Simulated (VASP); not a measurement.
# CsAs2 (I4/mmm) in VASP: single point with PBE

Aim: the single point of CsAs2 with PBE.

All numbers are computed with VASP 6.6.1; they aren't measurements. Logs are shortened: lines on timing, memory, paths and dates and some standing lists are left out, and cuts for length are marked.

**1. The cell of the first run**

It takes space group I4/mmm (No. 139, tetragonal). Conventional cell: a = 3.672 Å, b = 3.672 Å, c = 12.958 Å, α = 90.00°, β = 90.00°, γ = 90.00°. Cs (site symmetry 4/mmm) has 4 Cs at 3.67 Å and 10 As at 3.68 to 3.82 Å within 4.8 Å. As (site symmetry 4mm) has 8 As at 2.74 to 3.67 Å and 5 Cs at 3.68 to 3.82 Å within 3.9 Å.

**2. Single point, PBE**

Contents of INCAR:

```
SYSTEM = CsAs2
PREC = Accurate
ENCUT = 520
EDIFF = 1E-7
ISMEAR = 0
SIGMA = 0.1
LREAL = .False.
LASPH = .True.
NELM = 60
ALGO = Normal
ISIF = 2
LWAVE = .False.
LCHARG = .False.
GGA = PE
NBANDS = 16
```

Contents of KPOINTS:

```
Automatic mesh
0
Gamma
  18 18 18
  0 0 0
```

Contents of POSCAR:

```
CsAs2
1.0
   -1.8359268585      1.8359268585      6.4788729351
    1.8359268585     -1.8359268585      6.4788729351
    1.8359268585      1.8359268585     -6.4788729351
Cs As
1 2
Direct
    0.0000000000      0.0000000000      0.0000000000
    0.7159596880      0.7159596880      0.0000000000
    0.2840403120      0.2840403120      0.0000000000
```

Potentials or basis: VASP PAW PBE potentials, release 64 (Cs_sv, As).

Command:

```bash
$ cat potpaw_PBE.64/Cs_sv/POTCAR potpaw_PBE.64/As/POTCAR > POTCAR
$ mpirun -np 1 vasp_std > vasp.out
```

OUTCAR:

```text
SYSTEM = CsAs2
   PREC = Accurate
   ENCUT = 520
   EDIFF = 1E-7
   ISMEAR = 0
   LREAL = .False.
   LASPH = .True.
   NELM = 60
   ISIF = 2
   GGA = PE

 ion  position               nearest neighbor table
   1  0.000  0.000  0.000-
   2  0.716  0.716  0.000-   3 2.74   3 2.74   3 2.74   3 2.74
   3  0.284  0.284  0.000-   2 2.74   2 2.74   2 2.74   2 2.74

  LATTYP: Found a body centered tetragonal cell.
 ALAT       =     3.6718537170
 C/A-ratio  =     3.5289384787

  Lattice vectors:

 A1 = (  -1.8359268585,   1.8359268585,   6.4788729351)
 A2 = (   1.8359268585,  -1.8359268585,   6.4788729351)
 A3 = (   1.8359268585,   1.8359268585,  -6.4788729351)

Analysis of symmetry for initial positions (statically):
=====================================================================
 Subroutine PRICEL returns:
 Original cell was already a primitive cell.

 Routine SETGRP: Setting up the symmetry group for a
 body centered tetragonal supercell.

 Subroutine GETGRP returns: Found 16 space group operations
 (whereof 16 operations were pure point group operations)
 out of a pool of 16 trial point group operations.

The static configuration has the point symmetry D_4h.

Analysis of symmetry for dynamics (positions and initial velocities):
=====================================================================
 Subroutine PRICEL returns:
 Original cell was already a primitive cell.

 Routine SETGRP: Setting up the symmetry group for a
 body centered tetragonal supercell.

 Subroutine GETGRP returns: Found 16 space group operations
 (whereof 16 operations were pure point group operations)
 out of a pool of 16 trial point group operations.

The dynamic configuration has the point symmetry D_4h.

 Subroutine INISYM returns: Found 16 space group operations
 (whereof 16 operations are pure point group operations),
 and found     1 'primitive' translations

----------------------------------------------------------------------------------------

                                     Primitive cell

  volume of cell :      87.3515

  direct lattice vectors                    reciprocal lattice vectors
    -1.835926858  1.835926858  6.478872935     0.000000000  0.272342004  0.077173917
     1.835926858 -1.835926858  6.478872935     0.272342004  0.000000000  0.077173917
     1.835926858  1.835926858 -6.478872935     0.272342004  0.272342004  0.000000000

  length of vectors
     6.979759979  6.979759979  6.979759979     0.283065329  0.283065329  0.385149756

  position of ions in fractional coordinates (direct lattice)
     0.000000000  0.000000000  0.000000000
     0.715959688  0.715959688  0.000000000
     0.284040312  0.284040312  0.000000000

  ion indices of the primitive-cell ions
   primitive index   ion index
                 1           1
                 2           2
                 3           3

----------------------------------------------------------------------------------------

 KPOINTS: Automatic mesh

Automatic generation of k-mesh.
 Grid dimensions read from file:
 generate k-points for:   18   18   18

 Generating k-lattice:

  Cartesian coordinates                     Fractional coordinates (reciprocal lattice)
     0.000000000  0.015130111  0.004287440     0.055555556  0.000000000  0.000000000
     0.015130111  0.000000000  0.004287440     0.000000000  0.055555556  0.000000000
     0.015130111  0.015130111  0.000000000     0.000000000  0.000000000  0.055555556

  Length of vectors
     0.015725852  0.015725852  0.021397209

  Shift w.r.t. Gamma in fractional coordinates (k-lattice)
     0.000000000  0.000000000  0.000000000

 Subroutine IBZKPT returns following result:
 ===========================================

 Found    480 irreducible k-points:

 Following reciprocal coordinates:
            Coordinates               Weight
  0.000000  0.000000  0.000000      1.000000
  0.055556 -0.000000  0.000000      8.000000
  0.111111 -0.000000  0.000000      8.000000
  0.166667  0.000000 -0.000000      8.000000
  0.222222 -0.000000  0.000000      8.000000
  0.277778  0.000000 -0.000000      8.000000
[... 16 lines left out ...]
 -0.277778  0.055556  0.000000     16.000000
 -0.222222  0.055556 -0.000000     16.000000
 [... further k-points ...]
   k-points           NKPTS =    480   k-points in BZ     NKDIM =    480   number of bands    NBANDS=     16
   number of dos      NEDOS =    301   number of ions     NIONS =      3
   total plane-waves  NPLWV = 157464
   dimension x,y,z NGX =    54 NGY =   54 NGZ =   54
   dimension x,y,z NGXF=   108 NGYF=  108 NGZF=  108
   ions per type =               1   2
   NGX,Y,Z   is equivalent  to a cutoff of  12.86, 12.86, 12.86 a.u.
   NGXF,Y,Z  is equivalent  to a cutoff of  25.72, 25.72, 25.72 a.u.
 SYSTEM =  CsAs2
   PREC   = accura    normal or accurate (medium, high low for compatibility)
   ISTART =      0    job   : 0-new  1-cont  2-samecut
   ICHARG =      2    charge: 1-file 2-atom 10-const
   ISPIN  =      1    spin polarized calculation?
   LNONCOLLINEAR =      F non collinear calculations
   LSORBIT =      F    spin-orbit coupling
   LASPH  =      T    aspherical Exc in radial PAW
   ENCUT  =  520.0 eV  38.22 Ry    6.18 a.u.  12.98 12.98 12.98*2*pi/ulx,y,z
   NELM   =     60;   NELMIN=  2; NELMDL= -5     # of ELM steps
   EDIFF  = 0.1E-06   stopping-criterion for ELM
   LREAL  =      F    real-space projection
   EDIFFG = 0.1E-05   stopping-criterion for IOM
   NSW    =      0    number of steps for IOM
   IBRION =     -1    ionic relax: 0-MD 1-quasi-New 2-CG
   NFREE  =      0    steps in history (QN), initial steepest desc. (CG)
   ISIF   =      2    stress and relaxation
   ISYM   =      2    0-nonsym 1-usesym 2-fastsym
   POTIM  = 0.5000    time-step for ionic-motion
   TEBEG  =    0.0;   TEEND  =   0.0 temperature during run
   PSTRESS=    0.0 pullay stress
   NELECT =      19.0000    total number of electrons
   NUPDOWN=      -1.0000    fix difference up-down
   EMIN   =  10.00;   EMAX   =-10.00  energy-range for DOS
   EFERMI =   0.00;   METHOD = LEGACY
   ISMEAR =     0;   SIGMA  =   0.10  broadening in eV -4-tet -1-fermi 0-gaus
   EFERMI_NEDOS =   21; number of points for ismear=-14 and -15
   IALGO  =     38    algorithm
   IMIX   =      4    mixing-type and parameters
     AMIX     =   0.40;   BMIX     =  1.00
     AMIX_MAG =   1.60;   BMIX_MAG =  1.00
  volume/ion in A,a.u.               =      29.12       196.49
  Fermi-wavevector in a.u.,A,eV,Ry     =   0.984546  1.860522 13.188544  0.969331
  Thomas-Fermi vector in A             =   2.115787
   LORBIT       =      0    0 simple, 1 ext, 2 COOP (PROOUT), +10 PAW based schemes
   GGA     = PE    functional components
   LHFCALC =     F    Hartree Fock is set to
   AEXX    =    0.0000 exact exchange contribution
   IVDW    =     0    specifies the selected vdW correction
   LEPSILON=     F    determine dielectric tensor
   LRPA    =     F    only Hartree local field effects (RPA)
 non-spin polarized calculation
 Gauss-broadening in eV      SIGMA  =   0.10
  energy-cutoff  :      520.00
  volume of cell :       87.35
 maximum number of plane-waves:      2388
 NGX is ok and might be reduce to    54
   NGX = 25   NGY = 25   NGZ = 25

 number of electron      19.0000000 magnetization

 Free energy of the ion-electron system (eV)
  ---------------------------------------------------
  ext. energy  EPLUGINS =         0.00000000
  ---------------------------------------------------
  free energy    TOTEN  =       -10.79698895 eV

  energy without entropy =      -10.79097372  energy(sigma->0) =      -10.79398134

 E-fermi :   3.8650     XC(G=0):  -9.2392

 val. band max:        3.8623726255   @ k =   0.2222  -0.0000   0.0000
 cond. band min:       3.8651531315   @ k =  -0.4444   0.5000   0.3889
 fundamental gap:      0.0027805060
 Fermi energy:         3.8649639206

 k-point     1 :       0.0000    0.0000    0.0000
  band No.  band energies     occupation
      1     -18.9144      2.00000
      2      -9.2559      2.00000
      3      -6.0075      2.00000
      4      -4.8392      2.00000
      5      -4.8392      2.00000
      6      -3.0968      2.00000
[... 8 lines left out ...]
     15       8.3422      0.00000
     16       8.7354      0.00000

 k-point     2 :       0.0556   -0.0000    0.0000
  band No.  band energies     occupation
      1     -18.9077      2.00000
      2      -9.2272      2.00000
      3      -5.9892      2.00000
      4      -4.9104      2.00000
      5      -4.8331      2.00000
      6      -3.1719      2.00000
[... 8 lines left out ...]
     15       8.3357      0.00000
     16       9.0628      0.00000

 k-point     3 :       0.1111   -0.0000    0.0000
  band No.  band energies     occupation
      1     -18.8882      2.00000
      2      -9.1410      2.00000
      3      -5.9362      2.00000
      4      -5.1078      2.00000
      5      -4.8156      2.00000
      6      -3.3921      2.00000
[... 8 lines left out ...]
     15       8.7709      0.00000
     16       9.4159      0.00000

 k-point     4 :       0.1667    0.0000   -0.0000
  band No.  band energies     occupation
      1     -18.8581      2.00000
      2      -8.9978      2.00000
      3      -5.8554      2.00000
      4      -5.3894      2.00000
      5      -4.7884      2.00000
      6      -3.7411      2.00000
[... 8 lines left out ...]
     15       9.3406      0.00000
     16       9.6205      0.00000
[... 324 lines left out ...]
 k-point    22 :      -0.3333    0.0556    0.0000
  band No.  band energies     occupation
      1     -18.7350      2.00000
      2      -8.2054      2.00000
      3      -6.3083      2.00000
      4      -5.5473      2.00000
      5      -5.2108      2.00000
      6      -4.7489      2.00000
[... 8 lines left out ...]
     15       9.2476      0.00000
     16       9.6314      0.00000

 k-point    23 :      -0.2778    0.0556    0.0000
  band No.  band energies     occupation
      1     -18.7737      2.00000
      2      -8.5085      2.00000
      3      -6.0321      2.00000
      4      -5.6313      2.00000
      5      -4.7889      2.00000
      6      -4.7048      2.00000
[... 8 lines left out ...]
     15       9.2804      0.00000
     16       9.4285      0.00000

 k-point    24 :      -0.2222    0.0556   -0.0000
  band No.  band energies     occupation
      1     -18.8142      2.00000
      2      -8.7622      2.00000
      3      -5.7852      2.00000
      4      -5.6738      2.00000
      5      -4.8231      2.00000
      6      -4.2085      2.00000
[... 8 lines left out ...]
     15       9.1957      0.00000
     16       9.4819      0.00000

 [... further k-points ...]
[... 5 lines left out ...]
  --------------------------------------------------------------------------------------
  -------------------------------------------------------------------------------------
  Total        0.0865526      0.0865526      0.0662421      0.0000000      0.0000000      0.0000000
  in kB        1.5875250      1.5875250      1.2149947      0.0000000      0.0000000      0.0000000
  external PRESSURE =       1.4633482 kB  Pullay stress =       0.0000000 kB

 VOLUME and BASIS-vectors are now :
 -----------------------------------------------------------------------------
  energy-cutoff  :      520.00
  volume of cell :       87.35
      direct lattice vectors                 reciprocal lattice vectors
    -1.835926858  1.835926858  6.478872935     0.000000000  0.272342004  0.077173917
     1.835926858 -1.835926858  6.478872935     0.272342004  0.000000000  0.077173917
     1.835926858  1.835926858 -6.478872935     0.272342004  0.272342004  0.000000000

 POSITION                                       TOTAL-FORCE (eV/Angst)
 -----------------------------------------------------------------------------------
      0.00000      0.00000      0.00000        -0.000000     -0.000000     -0.000000
      0.00000      0.00000      9.27722        -0.000000     -0.000000     -0.004985
      0.00000      0.00000      3.68052         0.000000      0.000000      0.004985
 -----------------------------------------------------------------------------------
    total drift:                                0.000000     -0.000000      0.000000

  FREE ENERGIE OF THE ION-ELECTRON SYSTEM (eV)
  ---------------------------------------------------
  free  energy   TOTEN  =       -10.7969889532 eV

  energy  without entropy=      -10.7909737215  energy(sigma->0) =      -10.79398134
```

It took 30 min on 1 thread of Intel Xeon Platinum 8259CL at 2.50GHz (Skylake/Cascade Lake), shared host; peak memory 0.9 GiB.

Results:

```yaml
Free_energy: -10.7970 eV
Pressure: 0.1 GPa
Largest_force: 0.005 eV/Å
Band_gap_on_the_k_mesh: zero (an odd number of electrons rules out a gap without spin polarisation)
```

Forces in eV/Å, atoms in the order of the input:
```
Cs   0.000  0.000  0.000
As   0.000  0.000 -0.005
As   0.000  0.000  0.005
```

Caveat: spin-orbit coupling is left out, which moves the levels of the heavy elements.
